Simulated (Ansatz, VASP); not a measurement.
**Mg2WO4: VASP beside Ansatz**

```
Mg W O
1.0
     0.00000    3.99679    3.99679
     3.99679    0.00000    3.99679
     3.99679    3.99679    0.00000
Mg W O
2 1 4
Direct
  0.00000 0.00000 0.00000
  0.75000 0.75000 0.75000
  0.50000 0.50000 0.50000
  0.37086 0.37086 0.37086
  0.37086 0.37086 0.88741
  0.37086 0.88741 0.37086
  0.88741 0.37086 0.37086
```

Alike in both runs: functional PBE; k mesh 4 × 4 × 4; occupations gaussian, width 0.1 eV; no spin polarisation.

Ansatz relaxed the structure, and its values are those at the end. VASP's run is a single point on that final structure, the one shown.

|  | VASP | Ansatz |
| --- | --- | --- |
| version | VASP 6.6.1 | Ansatz 0.2.0 |
| potentials or method | VASP PAW PBE potentials, release 64 (Mg, W_sv, O), cutoff 520 eV | scalar-relativistic, plane waves, PAW |
| valence electrons in the cell | 42 | 58 |

Ansatz gave:

| Property | Result |
| --- | --- |
| gap on the k mesh at the Fermi level (eV) | none |
| pressure (GPa) | 0.3 |
| rms of the force components (eV/Å) | 0.000 |

Problem. Estimate VASP's values.

Solution. gap on the k mesh at the Fermi level (eV): none; pressure (GPa): 1.4; rms of the force components (eV/Å): 0.188.

A gap of «none» marks a metal or a gap that the smearing closes. One of these differences is far larger than is usual between the two programs; its cause wasn't traced. With one functional, cell and mesh, what is left measures potentials, basis and numerics. VASP's potentials hold 42 valence electrons a cell and Ansatz's 58, so a difference there can come from the potentials and not from the codes.

Spin-orbit coupling is off throughout.
